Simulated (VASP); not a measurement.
# In (I4/mmm) in VASP: single point with PBEsol

Aim: the single point of In with PBEsol.

Program: VASP 6.6.1. These are calculated values, not measurements. Logs are shortened: lines on timing, memory, paths and dates and some standing lists are left out, and cuts for length are marked.

### 1 The cell of the first run

Symmetry: I4/mmm, No. 139, tetragonal system. The conventional cell has a = 3.188 Å, b = 3.188 Å, c = 4.925 Å, α = 90.00°, β = 90.00°, γ = 90.00°. Within 4.2 Å of In (site symmetry 4/mmm) lie 12 In at 3.19 to 3.34 Å.

### 2 Single point, PBEsol (strained)

Input file INCAR:

```
PREC     = Accurate       # precision mode
ENCUT    = 520            # plane-wave cutoff, eV
EDIFF    = 1E-7           # SCF threshold, eV
ISMEAR   = 0              # smearing method
SIGMA    = 0.1            # smearing width, eV
LREAL    = F              # projectors in reciprocal space
LASPH    = T              # aspherical terms in the spheres
NELM     = 60             # most SCF steps
ALGO     = Fast           # electronic algorithm
ISIF     = 2              # what is computed and relaxed
LWAVE    = F              # write WAVECAR
LCHARG   = F              # write CHGCAR
GGA      = PS             # functional
NBANDS   = 12             # bands
```

Input file KPOINTS:

```
Automatic mesh
0
Gamma
  16 16 16
```

Input file POSCAR:

```
In
1.0
   -1.5942286755      1.5942286755      2.4624956115
    1.5942286755     -1.5942286755      2.4624956115
    1.5942286755      1.5942286755     -2.4624956115
In
1
Direct
    0.0000000000      0.0000000000      0.0000000000
```

Potentials or basis: VASP PAW PBE potentials, release 64 (In_d).

Run with:

```console
cat potpaw_PBE.64/In_d/POTCAR > POTCAR
mpirun -np 1 vasp_std > vasp.out
```

OUTCAR:

```text
PREC = Accurate
   ENCUT = 520
   EDIFF = 1E-7
   ISMEAR = 0
   LREAL = F
   LASPH = T
   NELM = 60
   ISIF = 2
   GGA = PS

 ion  position               nearest neighbor table
   1  0.000  0.000  0.000-

  LATTYP: Found a body centered tetragonal cell.
 ALAT       =     3.1884573510
 C/A-ratio  =     1.5446313627

  Lattice vectors:

 A1 = (  -1.5942286755,   1.5942286755,   2.4624956115)
 A2 = (   1.5942286755,  -1.5942286755,   2.4624956115)
 A3 = (   1.5942286755,   1.5942286755,  -2.4624956115)

Analysis of symmetry for initial positions (statically):
=====================================================================
 Subroutine PRICEL returns:
 Original cell was already a primitive cell.

 Routine SETGRP: Setting up the symmetry group for a
 body centered tetragonal supercell.

 Subroutine GETGRP returns: Found 16 space group operations
 (whereof 16 operations were pure point group operations)
 out of a pool of 16 trial point group operations.

The static configuration has the point symmetry D_4h.

Analysis of symmetry for dynamics (positions and initial velocities):
=====================================================================
 Subroutine PRICEL returns:
 Original cell was already a primitive cell.

 Routine SETGRP: Setting up the symmetry group for a
 body centered tetragonal supercell.

 Subroutine GETGRP returns: Found 16 space group operations
 (whereof 16 operations were pure point group operations)
 out of a pool of 16 trial point group operations.

The dynamic configuration has the point symmetry D_4h.

 Subroutine INISYM returns: Found 16 space group operations
 (whereof 16 operations are pure point group operations),
 and found     1 'primitive' translations

----------------------------------------------------------------------------------------

                                     Primitive cell

  volume of cell :      25.0344

  direct lattice vectors                    reciprocal lattice vectors
    -1.594228675  1.594228675  2.462495612     0.000000000  0.313631292  0.203046047
     1.594228675 -1.594228675  2.462495612     0.313631292  0.000000000  0.203046047
     1.594228675  1.594228675 -2.462495612     0.313631292  0.313631292  0.000000000

  length of vectors
     3.338714539  3.338714539  3.338714539     0.373620509  0.373620509  0.443541627

  position of ions in fractional coordinates (direct lattice)
     0.000000000  0.000000000  0.000000000

  ion indices of the primitive-cell ions
   primitive index   ion index
                 1           1

[... 77 lines left out ...]
   ISIF   =      2    stress and relaxation
   ISYM   =      2    0-nonsym 1-usesym 2-fastsym
   POTIM  = 0.5000    time-step for ionic-motion
   TEBEG  =    0.0;   TEEND  =   0.0 temperature during run
   PSTRESS=    0.0 pullay stress
   NELECT =      13.0000    total number of electrons
   NUPDOWN=      -1.0000    fix difference up-down
   EMIN   =  10.00;   EMAX   =-10.00  energy-range for DOS
   EFERMI =   0.00;   METHOD = LEGACY
   ISMEAR =     0;   SIGMA  =   0.10  broadening in eV -4-tet -1-fermi 0-gaus
   EFERMI_NEDOS =   21; number of points for ismear=-14 and -15
   IALGO  =     68    algorithm
   IMIX   =      4    mixing-type and parameters
     AMIX     =   0.40;   BMIX     =  1.00
     AMIX_MAG =   1.60;   BMIX_MAG =  1.00
  volume/ion in A,a.u.               =      25.03       168.94
  Fermi-wavevector in a.u.,A,eV,Ry     =   1.315862  2.486619 23.558394  1.731493
  Thomas-Fermi vector in A             =   2.446015
   LORBIT       =      0    0 simple, 1 ext, 2 COOP (PROOUT), +10 PAW based schemes
   GGA     = PS    functional components
   LHFCALC =     F    Hartree Fock is set to
   AEXX    =    0.0000 exact exchange contribution
   IVDW    =     0    specifies the selected vdW correction
   LEPSILON=     F    determine dielectric tensor
   LRPA    =     F    only Hartree local field effects (RPA)
 non-spin polarized calculation
 RMM-DIIS sequential band-by-band and
 Gauss-broadening in eV      SIGMA  =   0.10
  energy-cutoff  :      520.00
  volume of cell :       25.03
 maximum number of plane-waves:       688
 NGX is ok and might be reduce to    28
   NGX = 13   NGY = 13   NGZ = 13

 number of electron      12.9999999 magnetization

 Free energy of the ion-electron system (eV)
  ---------------------------------------------------
  ext. energy  EPLUGINS =         0.00000000
  ---------------------------------------------------
  free energy    TOTEN  =        -2.98481025 eV

  energy without entropy =       -2.98270624  energy(sigma->0) =       -2.98375824

 E-fermi :   7.8851     XC(G=0): -10.6167

 val. band max:        7.8825568537   @ k =  -0.3125  -0.4375   0.1875
 cond. band min:       7.8888976015   @ k =  -0.3125   0.3125   0.2500
 fundamental gap:      0.0063407478
 Fermi energy:         7.8851369316

 k-point     1 :       0.0000    0.0000    0.0000
  band No.  band energies     occupation
      1      -6.8285      2.00000
      2      -6.6823      2.00000
      3      -6.6823      2.00000
      4      -6.6109      2.00000
      5      -6.4702      2.00000
      6      -2.0120      2.00000
      7      18.7806      0.00000
      8      18.7806      0.00000
      9      19.0002      0.00000
     10      19.5693      0.00000
     11      22.2251      0.00000
     12      22.3487      0.00000
[... 331 lines left out ...]
 k-point    24 :      -0.0625    0.0625    0.0000
  band No.  band energies     occupation
      1      -6.8087      2.00000
      2      -6.6930      2.00000
      3      -6.6716      2.00000
      4      -6.6052      2.00000
      5      -6.4790      2.00000
      6      -1.8872      2.00000
      7      17.9719      0.00000
      8      18.1884      0.00000
      9      18.3193      0.00000
     10      19.0377      0.00000
     11      23.1055      0.00000
     12      23.1483      0.00000

 [... further k-points ...]
[... 5 lines left out ...]
  --------------------------------------------------------------------------------------
  -------------------------------------------------------------------------------------
  Total        0.1194073      0.1194073      0.1871698      0.0000000      0.0000000      0.0000000
  in kB        7.6419575      7.6419575     11.9786980      0.0000000      0.0000000      0.0000000
  external PRESSURE =       9.0875377 kB  Pullay stress =       0.0000000 kB

 VOLUME and BASIS-vectors are now :
 -----------------------------------------------------------------------------
  energy-cutoff  :      520.00
  volume of cell :       25.03
      direct lattice vectors                 reciprocal lattice vectors
    -1.594228675  1.594228675  2.462495612     0.000000000  0.313631292  0.203046047
     1.594228675 -1.594228675  2.462495612     0.313631292  0.000000000  0.203046047
     1.594228675  1.594228675 -2.462495612     0.313631292  0.313631292  0.000000000

 POSITION                                       TOTAL-FORCE (eV/Angst)
 -----------------------------------------------------------------------------------
      0.00000      0.00000      0.00000         0.000000      0.000000     -0.000000
 -----------------------------------------------------------------------------------
    total drift:                               -0.000000     -0.000000     -0.000000

  FREE ENERGIE OF THE ION-ELECTRON SYSTEM (eV)
  ---------------------------------------------------
  free  energy   TOTEN  =        -2.9848102466 eV

  energy  without entropy=       -2.9827062364  energy(sigma->0) =       -2.98375824
```

Run time: 71 s. Hardware: 1 thread of Intel Xeon 6975P-C (Granite Rapids), shared host; peak memory 0.23 GiB.

Results:

| Quantity | Value |
| --- | --- |
| Free energy | -2.9848 eV |
| Pressure | 0.9 GPa |
| Band gap on the k mesh | zero (an odd number of electrons rules out a gap without spin polarisation) |

Levels at points of the mesh, in eV from the Fermi level:
```
           k point  band 3  band 4  band 5  band 6  band 7  band 8  band 9  band 10
(0.00, 0.00, 0.00)  -14.57  -14.50  -14.36   -9.90   10.90   10.90   11.12    11.68
(0.50, 0.00, 0.00)  -14.55  -14.27  -14.22   -4.36   -3.60    7.54    9.62    11.29
(0.50, 0.50, 0.00)  -14.27  -14.25  -14.14   -2.07   -1.48    3.48    3.99     7.16
(0.50, 0.50, 0.50)  -14.25  -14.22  -14.22   -3.09   -2.96    4.96    4.96     8.51
```

Caveat: the cell differs from its parent crystal (strained); the PAW data sets were made with another functional, which shifts forces and pressure a little; spin-orbit coupling is left out, which moves the levels of the heavy elements.
